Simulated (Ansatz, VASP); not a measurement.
Two plane-wave programs on ZnHgO2

Contents of INCAR:

```
SYSTEM = ZnHgO2
  PREC = Accurate
  ENCUT = 520
  EDIFF = 1E-6
  ISMEAR = -1
  SIGMA = 0.02
  LREAL = .False.
  LASPH = .True.
  NELM = 60
  ALGO = Normal
  ISIF = 2
  LWAVE = .False.
  LCHARG = .True.
  GGA = PE
  LELF = .True.
  LVHAR = .True.
  NBANDS = 26
```

The input KPOINTS:

```
Automatic mesh
0
Gamma
  6 6 4
  0 0 0
```

The input POSCAR:

```
ZnHgO2
1.0
    3.3940361502      0.0000000000      0.0000000000
    0.0000000000      3.3940361502      0.0000000000
    0.0000000000      0.0000000000      5.2150930059
Zn O Hg
1 2 1
Direct
    0.0000000000      0.0000000000      0.0000000000
    0.0000000000      0.5000000000      0.2034985326
    0.5000000000      0.0000000000      0.7965014674
    0.5000000000      0.5000000000      0.5000000000
```

Input for Ansatz:

```yaml
crystal:
  lattice:
    - [3.3940361502, 0.0, 0.0]
    - [0.0, 3.3940361502, 0.0]
    - [0.0, 0.0, 5.2150930059]
  atoms:
    - { symbol: Zn, position: [0.0, 0.0, 0.0] }
    - { symbol: O, position: [0.0, 0.5, 0.2034985326] }
    - { symbol: Hg, position: [0.5, 0.5, 0.5] }
    - { symbol: O, position: [0.5, 0.0, 0.7965014674] }
kpoints:
  mp_grid: { grid: [6, 6, 4] }
hamiltonian:
  xc: pbe
scf:
  occupations: { method: fermi_dirac, width: 0.02 }
  n_extra_bands: 5
output:
  forces: true
  stress: true
  eigenvalues: true
```

Alike in both runs: task single point; functional PBE; k mesh 6 × 6 × 4; occupations fermi-dirac, width 0.02 eV; no spin polarisation.

|  | VASP | Ansatz |
| --- | --- | --- |
| version | VASP 6.6.1 | Ansatz 0.2.0 |
| potentials or method | VASP PAW PBE potentials, release 64 (Zn, O, Hg) | plane waves, PAW |
| plane-wave cutoff (eV) | 520 | 420 |
| valence electrons in the cell | 36 | 44 |

VASP gave:

* pressure (GPa): 0.8
* rms of the force components (eV/Å): 0.011

Which values does Ansatz return?

Pressure (GPa): 0.0; rms of the force components (eV/Å): 0.000.

VASP's potentials hold 36 valence electrons a cell and Ansatz's 44, so a difference there can come from the potentials and not from the codes.

Neither program's run includes spin-orbit coupling.
